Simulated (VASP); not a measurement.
CaZnBr4, 6 atoms in the cell. Symmetry: Cmmm, No. 65, orthorhombic system. The conventional cell has a = 8.971 Å, b = 9.020 Å, c = 3.930 Å, α = 90.00°, β = 90.00°, γ = 90.00°. Within 3.6 Å of Ca (site symmetry mmm) lie 6 Br at 2.77 to 2.80 Å. Zn (site symmetry mmm) has 6 Br at 2.56 to 2.59 Å within 3.4 Å. Br (site symmetry 2mm) has 2 Zn at 2.59 Å and 1 Ca at 2.80 Å and 1 Br at 3.38 Å within 3.4 Å. Within 3.4 Å of Br (site symmetry m2m) lie 1 Zn at 2.56 Å and 2 Ca at 2.77 Å. 

- Program: VASP 6.6.1
- Task: single point
- Functional: PBE
- Potentials or basis: VASP PAW PBE potentials, release 64 (Ca_sv, Zn, Br)
- Cutoff: 500 eV
- k mesh: 4 × 4 × 8
- Occupations: gaussian, width 0.02 eV
- Spin: no spin polarisation
- Dipole correction: no
- Further INCAR settings: ALGO = Normal; EDIFF = 1e-06; NBANDS = 34

Potentials or basis: VASP PAW PBE potentials, release 64 (Ca_sv, Zn, Br).

The run is started by

```bash
$ cat potpaw_PBE.64/Ca_sv/POTCAR potpaw_PBE.64/Zn/POTCAR potpaw_PBE.64/Br/POTCAR > POTCAR
$ mpirun -np 1 vasp_std > vasp.out
```

Hardware: 1 thread of Intel(R) Xeon(R) 6975P-C (Granite Rapids), with other jobs on the host.

Problem. How long does it take, and how much memory?

Solution. Run time: 97 s on 1 thread of Intel(R) Xeon(R) 6975P-C (Granite Rapids) (shared host), peak memory 0.34 GiB. Counts: scf iterations 14, k points 35.
